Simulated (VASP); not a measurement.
**Sn3Pt: single point with PBE**

Sn3Pt:

```
CELL_PARAMETERS angstrom
4.48599 0.00000 0.00000
0.00000 4.48599 0.00000
0.00000 0.00000 4.48599
ATOMIC_POSITIONS crystal
Sn 0.00000 0.50000 0.50000
Sn 0.50000 0.00000 0.50000
Sn 0.50000 0.50000 0.00000
Pt 0.00000 0.00000 0.00000
```

```json
{
  "Program": "VASP 6.6.1",
  "Task": "single point",
  "Functional": "PBE",
  "Potentials or basis": "VASP PAW PBE potentials, release 64 (Sn_d, Pt)",
  "Cutoff": "520 eV",
  "k mesh": "4 × 4 × 4",
  "Occupations": "gaussian, width 0.1 eV",
  "Spin": "no spin polarisation"
}
```

```
Pressure               : 2.4 GPa
Band gap on the k mesh : zero (band 26 reaches 9.51 eV, above the bottom of band 27 at 8.03 eV)
```

Levels at points of the mesh, in eV from the Fermi level:
```csv
k point,band 24,band 25,band 26,band 27,band 28,band 29
"(0.00, 0.00, 0.00)",-2.43,-1.18,-1.18,-0.65,2.85,2.85
"(0.50, 0.00, 0.00)",-0.44,-0.31,-0.31,-0.04,-0.04,0.73
"(0.50, 0.50, 0.00)",-1.96,0.12,0.13,1.08,1.08,2.48
"(0.50, 0.50, 0.50)",-2.12,-2.12,-1.35,-1.35,-1.35,7.11
```

Wall time 16 s on 1 thread of Intel(R) Xeon(R) 6975P-C (Granite Rapids), on a shared host, peak memory 0.2 GiB.

Caveat: spin-orbit coupling is left out, which moves the levels of the heavy elements.
